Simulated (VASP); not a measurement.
# CdTe (F-43m) in VASP: settings compared, part 2 of 2

VASP 6.6.1.

## (5) Single point, PBE

INCAR

```
PREC = Accurate ; ENCUT = 520
EDIFF = 1E-7 ; ISMEAR = -1
SIGMA = 0.05 ; LREAL = False
LASPH = True ; NELM = 80
ALGO = Normal ; ISIF = 2
LWAVE = False ; LCHARG = True
GGA = PE ; LELF = True
LVHAR = True ; NBANDS = 16
```

KPOINTS

```
regular mesh
0
Gamma
  4 4 4
```

POSCAR

```
CdTe
1.0
    0.0000000000      3.2050000000      3.2050000000
    3.2050000000      0.0000000000      3.2050000000
    3.2050000000      3.2050000000      0.0000000000
Te Cd
1 1
Direct
    0.7500000000      0.7500000000      0.7500000000
    0.0000000000      0.0000000000      0.0000000000
```

Potentials or basis: VASP PAW PBE potentials, release 64 (Te, Cd).

Launch:

```console
$ cat potpaw_PBE.64/Te/POTCAR potpaw_PBE.64/Cd/POTCAR > POTCAR
$ mpirun -np 1 vasp_std > vasp.out
```

OUTCAR:

```text
PREC = Accurate
   ENCUT = 520
   EDIFF = 1E-7
   ISMEAR = -1
   LREAL = False
   LASPH = True
   NELM = 80
   ISIF = 2
   GGA = PE

 ion  position               nearest neighbor table
   1  0.750  0.750  0.750-   2 2.78   2 2.78   2 2.78   2 2.78
   2  0.000  0.000  0.000-   1 2.78   1 2.78   1 2.78   1 2.78

  LATTYP: Found a face centered cubic cell.
 ALAT       =     6.4100000000

  Lattice vectors:

 A1 = (   0.0000000000,   3.2050000000,   3.2050000000)
 A2 = (   3.2050000000,   0.0000000000,   3.2050000000)
 A3 = (   3.2050000000,   3.2050000000,   0.0000000000)

Analysis of symmetry for initial positions (statically):
=====================================================================
 Subroutine PRICEL returns:
 Original cell was already a primitive cell.

 Routine SETGRP: Setting up the symmetry group for a
 face centered cubic supercell.

 Subroutine GETGRP returns: Found 24 space group operations
 (whereof 24 operations were pure point group operations)
 out of a pool of 48 trial point group operations.

The static configuration has the point symmetry T_d .

Analysis of symmetry for dynamics (positions and initial velocities):
=====================================================================
 Subroutine PRICEL returns:
 Original cell was already a primitive cell.

 Routine SETGRP: Setting up the symmetry group for a
 face centered cubic supercell.

 Subroutine GETGRP returns: Found 24 space group operations
 (whereof 24 operations were pure point group operations)
 out of a pool of 48 trial point group operations.

The dynamic configuration has the point symmetry T_d .

 Subroutine INISYM returns: Found 24 space group operations
 (whereof 24 operations are pure point group operations),
 and found     1 'primitive' translations

----------------------------------------------------------------------------------------

                                     Primitive cell

  volume of cell :      65.8437

  direct lattice vectors                    reciprocal lattice vectors
     0.000000000  3.205000000  3.205000000    -0.156006240  0.156006240  0.156006240
     3.205000000  0.000000000  3.205000000     0.156006240 -0.156006240  0.156006240
     3.205000000  3.205000000  0.000000000     0.156006240  0.156006240 -0.156006240

  length of vectors
     4.532554467  4.532554467  4.532554467     0.270210734  0.270210734  0.270210734

  position of ions in fractional coordinates (direct lattice)
     0.750000000  0.750000000  0.750000000
     0.000000000  0.000000000  0.000000000

  ion indices of the primitive-cell ions
   primitive index   ion index
                 1           1
                 2           2

----------------------------------------------------------------------------------------

 KPOINTS: regular mesh

Automatic generation of k-mesh.
 Grid dimensions read from file:
 generate k-points for:    4    4    4

 Generating k-lattice:

  Cartesian coordinates                     Fractional coordinates (reciprocal lattice)
    -0.039001560  0.039001560  0.039001560     0.250000000  0.000000000  0.000000000
     0.039001560 -0.039001560  0.039001560     0.000000000  0.250000000  0.000000000
     0.039001560  0.039001560 -0.039001560     0.000000000  0.000000000  0.250000000

  Length of vectors
     0.067552684  0.067552684  0.067552684

  Shift w.r.t. Gamma in fractional coordinates (k-lattice)
     0.000000000  0.000000000  0.000000000

 Subroutine IBZKPT returns following result:
 ===========================================

 Found      8 irreducible k-points:

 Following reciprocal coordinates:
            Coordinates               Weight
  0.000000  0.000000  0.000000      1.000000
  0.250000  0.000000  0.000000      8.000000
  0.500000  0.000000  0.000000      4.000000
  0.250000  0.250000  0.000000      6.000000
  0.500000  0.250000  0.000000     24.000000
 -0.250000  0.250000  0.000000     12.000000
  0.500000  0.500000  0.000000      3.000000
 -0.250000  0.500000  0.250000      6.000000
   k-points           NKPTS =      8   k-points in BZ     NKDIM =      8   number of bands    NBANDS=     16
   number of dos      NEDOS =    301   number of ions     NIONS =      2
   total plane-waves  NPLWV =  46656
   dimension x,y,z NGX =    36 NGY =   36 NGZ =   36
   dimension x,y,z NGXF=    72 NGYF=   72 NGZF=   72
   ions per type =               1   1
   NGX,Y,Z   is equivalent  to a cutoff of  13.20, 13.20, 13.20 a.u.
   NGXF,Y,Z  is equivalent  to a cutoff of  26.41, 26.41, 26.41 a.u.
 SYSTEM =  unknown system
   PREC   = accura    normal or accurate (medium, high low for compatibility)
   ISTART =      0    job   : 0-new  1-cont  2-samecut
   ICHARG =      2    charge: 1-file 2-atom 10-const
   ISPIN  =      1    spin polarized calculation?
   LNONCOLLINEAR =      F non collinear calculations
   LSORBIT =      F    spin-orbit coupling
   LASPH  =      T    aspherical Exc in radial PAW
   ENCUT  =  520.0 eV  38.22 Ry    6.18 a.u.   8.43  8.43  8.43*2*pi/ulx,y,z
   NELM   =     80;   NELMIN=  2; NELMDL= -5     # of ELM steps
   EDIFF  = 0.1E-06   stopping-criterion for ELM
   LREAL  =      F    real-space projection
   EDIFFG = 0.1E-05   stopping-criterion for IOM
   NSW    =      0    number of steps for IOM
   IBRION =     -1    ionic relax: 0-MD 1-quasi-New 2-CG
   NFREE  =      0    steps in history (QN), initial steepest desc. (CG)
   ISIF   =      2    stress and relaxation
   ISYM   =      2    0-nonsym 1-usesym 2-fastsym
   POTIM  = 0.5000    time-step for ionic-motion
   TEBEG  =    0.0;   TEEND  =   0.0 temperature during run
   PSTRESS=    0.0 pullay stress
   NELECT =      18.0000    total number of electrons
   NUPDOWN=      -1.0000    fix difference up-down
   EMIN   =  10.00;   EMAX   =-10.00  energy-range for DOS
   EFERMI =   0.00;   METHOD = LEGACY
   ISMEAR =    -1;   SIGMA  =   0.05  broadening in eV -4-tet -1-fermi 0-gaus
   EFERMI_NEDOS =   21; number of points for ismear=-14 and -15
   IALGO  =     38    algorithm
   IMIX   =      4    mixing-type and parameters
     AMIX     =   0.40;   BMIX     =  1.00
     AMIX_MAG =   1.60;   BMIX_MAG =  1.00
  volume/ion in A,a.u.               =      32.92       222.17
  Fermi-wavevector in a.u.,A,eV,Ry     =   1.062497  2.007828 15.359610  1.128899
  Thomas-Fermi vector in A             =   2.197950
   LORBIT       =      0    0 simple, 1 ext, 2 COOP (PROOUT), +10 PAW based schemes
   GGA     = PE    functional components
   LHFCALC =     F    Hartree Fock is set to
   AEXX    =    0.0000 exact exchange contribution
   IVDW    =     0    specifies the selected vdW correction
   LEPSILON=     F    determine dielectric tensor
   LRPA    =     F    only Hartree local field effects (RPA)
 non-spin polarized calculation
  energy-cutoff  :      520.00
  volume of cell :       65.84
 maximum number of plane-waves:      1807
 NGX is ok and might be reduce to    36
   NGX = 17   NGY = 17   NGZ = 17

 number of electron      17.9999995 magnetization

 Free energy of the ion-electron system (eV)
  ---------------------------------------------------
  ext. energy  EPLUGINS =         0.00000000
  ---------------------------------------------------
  free energy    TOTEN  =        -4.66094364 eV

  energy without entropy =       -4.66093423  energy(sigma->0) =       -4.66093894

 E-fermi :   3.1404     XC(G=0):  -8.7174

 val. band max:        2.6820095947   @ k =   0.0000   0.0000   0.0000
 cond. band min:       3.5438192393   @ k =   0.0000   0.0000   0.0000
 fundamental gap:      0.8618096446
 Fermi energy:         3.1403981928

 k-point     1 :       0.0000    0.0000    0.0000
  band No.  band energies     occupation
      1      -8.6817      2.00000
      2      -5.7552      2.00000
      3      -5.7552      2.00000
      4      -5.7552      2.00000
      5      -5.4719      2.00000
      6      -5.4719      2.00000
[... 8 lines left out ...]
     15      12.0821      0.00000
     16      12.0821      0.00000
[... 115 lines left out ...]
 k-point     8 :      -0.2500    0.5000    0.2500
  band No.  band energies     occupation
      1      -8.1270      2.00000
      2      -5.6199      2.00000
      3      -5.6171      2.00000
      4      -5.5039      2.00000
      5      -5.4727      2.00000
      6      -4.8404      2.00000
[... 8 lines left out ...]
     15      13.9209      0.00000
     16      14.1026      0.00000

------------------------ aborting loop because EDIFF is reached ----------------------------------------

  FORCE on cell =-STRESS in cart. coord.  units (eV):
  Direction    XX          YY          ZZ          XY          YZ          ZX
  --------------------------------------------------------------------------------------
  -------------------------------------------------------------------------------------
  Total        1.9102339      1.9102339      1.9102339     -0.0000000     -0.0000000      0.0000000
  in kB       46.4818099     46.4818099     46.4818099     -0.0000000     -0.0000000      0.0000000
  external PRESSURE =      46.4818099 kB  Pullay stress =       0.0000000 kB

 VOLUME and BASIS-vectors are now :
 -----------------------------------------------------------------------------
  energy-cutoff  :      520.00
  volume of cell :       65.84
      direct lattice vectors                 reciprocal lattice vectors
     0.000000000  3.205000000  3.205000000    -0.156006240  0.156006240  0.156006240
     3.205000000  0.000000000  3.205000000     0.156006240 -0.156006240  0.156006240
     3.205000000  3.205000000  0.000000000     0.156006240  0.156006240 -0.156006240

 POSITION                                       TOTAL-FORCE (eV/Angst)
 -----------------------------------------------------------------------------------
      4.80750      4.80750      4.80750         0.000000      0.000000      0.000000
      0.00000      0.00000      0.00000        -0.000000     -0.000000     -0.000000
 -----------------------------------------------------------------------------------
    total drift:                                0.000000      0.000000      0.000000

  FREE ENERGIE OF THE ION-ELECTRON SYSTEM (eV)
  ---------------------------------------------------
  free  energy   TOTEN  =        -4.6609436446 eV

  energy  without entropy=       -4.6609342289  energy(sigma->0) =       -4.66093894
```

stdout:

```text
POSCAR found type information on POSCAR TeCd
 POSCAR found :  2 types and       2 ions
 scaLAPACK will be used
 LDA part: xc-table for (Slater+PW92), standard interpolation
 POSCAR, INCAR and KPOINTS ok, starting setup
 FFT: planning ... GRIDC
 FFT: planning ... GRID_SOFT
 FFT: planning ... GRID
 WAVECAR not read
 entering main loop
```

It took 18 s on 1 thread of Intel Xeon Platinum 8259CL at 2.50GHz (Skylake/Cascade Lake), shared host; peak memory 0.2 GiB.

Results:

| Property | Result |
| --- | --- |
| Free energy | -4.6609 eV |
| Pressure | 4.6 GPa |
| Band gap on the k mesh | 0.86 eV |

Caveat: the k points lie up to 0.42 Å⁻¹ apart; spin-orbit coupling is left out, which moves the levels of the heavy elements. A hybrid or GW would open this gap; PBE tends to underestimate it.

## (6) Single point, PBE0

POSCAR is that of step 5.

INCAR.step1

```
PREC = Accurate ; ENCUT = 520
EDIFF = 1E-5 ; ISMEAR = -1
SIGMA = 0.05 ; LREAL = F
LASPH = T ; NELM = 60
ALGO = Normal ; ISIF = 2
LWAVE = T ; NBANDS = 16
GGA = PE
```

INCAR.step2

```
PREC = Accurate ; ENCUT = 520
EDIFF = 1E-7 ; ISMEAR = -1
SIGMA = 0.05 ; LREAL = F
LASPH = T ; NELM = 60
ALGO = Normal ; ISIF = 2
LWAVE = F ; LCHARG = T
GGA = PE ; LHFCALC = T
AEXX = 0.25 ; PRECFOCK = Normal
LELF = T ; LVHAR = T
NBANDS = 16 ; ISTART = 1
```

KPOINTS

```
Automatic mesh
0
Gamma
  4 4 4
```

Potentials or basis: VASP PAW PBE potentials, release 64 (Te, Cd).

Launch:

```console
$ cat potpaw_PBE.64/Te/POTCAR potpaw_PBE.64/Cd/POTCAR > POTCAR
$ cp INCAR.step1 INCAR
$ mpirun -np 1 vasp_std > vasp.out
$ cp INCAR.step2 INCAR
$ mpirun -np 1 vasp_std > vasp.out
```

OUTCAR:

```text
PREC = Accurate
   ENCUT = 520
   EDIFF = 1E-7
   ISMEAR = -1
   LREAL = F
   LASPH = T
   NELM = 60
   ISIF = 2
   GGA = PE
   LHFCALC = T
   AEXX = 0.25
   PRECFOCK = Normal
   ISTART = 1

 ion  position               nearest neighbor table
   1  0.750  0.750  0.750-   2 2.78   2 2.78   2 2.78   2 2.78
   2  0.000  0.000  0.000-   1 2.78   1 2.78   1 2.78   1 2.78

  LATTYP: Found a face centered cubic cell.
 ALAT       =     6.4100000000

[... 328 lines left out ...]
     16      15.0562      0.00000

------------------------ aborting loop because EDIFF is reached ----------------------------------------

  FORCE on cell =-STRESS in cart. coord.  units (eV):
  Direction    XX          YY          ZZ          XY          YZ          ZX
  --------------------------------------------------------------------------------------
  -------------------------------------------------------------------------------------
  Total        1.3824526      1.3824526      1.3824526      0.0000000      0.0000000      0.0000000
  in kB       33.6392839     33.6392839     33.6392839      0.0000000      0.0000000      0.0000000
  external PRESSURE =      33.6392839 kB  Pullay stress =       0.0000000 kB

 VOLUME and BASIS-vectors are now :
 -----------------------------------------------------------------------------
  energy-cutoff  :      520.00
  volume of cell :       65.84
      direct lattice vectors                 reciprocal lattice vectors
     0.000000000  3.205000000  3.205000000    -0.156006240  0.156006240  0.156006240
     3.205000000  0.000000000  3.205000000     0.156006240 -0.156006240  0.156006240
     3.205000000  3.205000000  0.000000000     0.156006240  0.156006240 -0.156006240

 POSITION                                       TOTAL-FORCE (eV/Angst)
 -----------------------------------------------------------------------------------
      4.80750      4.80750      4.80750        -0.000000     -0.000000     -0.000000
      0.00000      0.00000      0.00000         0.000000      0.000000      0.000000
 -----------------------------------------------------------------------------------
    total drift:                                0.000001      0.000001      0.000001

  FREE ENERGIE OF THE ION-ELECTRON SYSTEM (eV)
  ---------------------------------------------------
  free  energy   TOTEN  =        -6.5165726201 eV

  energy  without entropy=       -6.5165726201  energy(sigma->0) =       -6.51657262
```

Wall time 26 min (1 thread of Intel Xeon Platinum 8259CL at 2.50GHz (Skylake/Cascade Lake), shared host); peak memory 0.22 GiB.

What came out:

- Free energy: -6.5166 eV
- Pressure: 3.4 GPa
- Band gap on the k mesh: 2.36 eV

Caveat: the k points lie up to 0.42 Å⁻¹ apart; the PAW data sets were made with another functional, which shifts forces and pressure a little; spin-orbit coupling is left out, which moves the levels of the heavy elements.

## (7) Summary

| level | grid for exact exchange (PRECFOCK) | share of exact exchange | screening parameter | gap on the mesh (eV) | pressure (GPa) |
| --- | --- | --- | --- | --- | --- |
| PBE | - | - | - | 0.86 | 4.6 |
| PBE-based screened hybrid with 10 % exact exchange | Normal | 0.1 | 0.20787 1/Å | 1.18 | 4.2 |
| PBE-based screened hybrid with 15 % exact exchange | Normal | 0.15 | 0.20787 1/Å | 1.34 | 4.0 |
| PBE0 | Normal | 0.25 | - | 2.36 | 3.4 |

Alike in all rows: task single point; potentials or basis VASP PAW PBE potentials, release 64 (Te, Cd); no spin polarisation; cell as given; k mesh 4 × 4 × 4; cutoff (eV) 520; smearing fermi-dirac 0.05 eV.

Caveats: all runs use coarse meshes; spin-orbit coupling is left out, which moves the levels of the heavy elements; the PAW data sets were made with another functional, which shifts forces and pressure a little (at least some runs).

Total energies depend on the potentials used, so only differences within one code and one set of settings carry meaning.
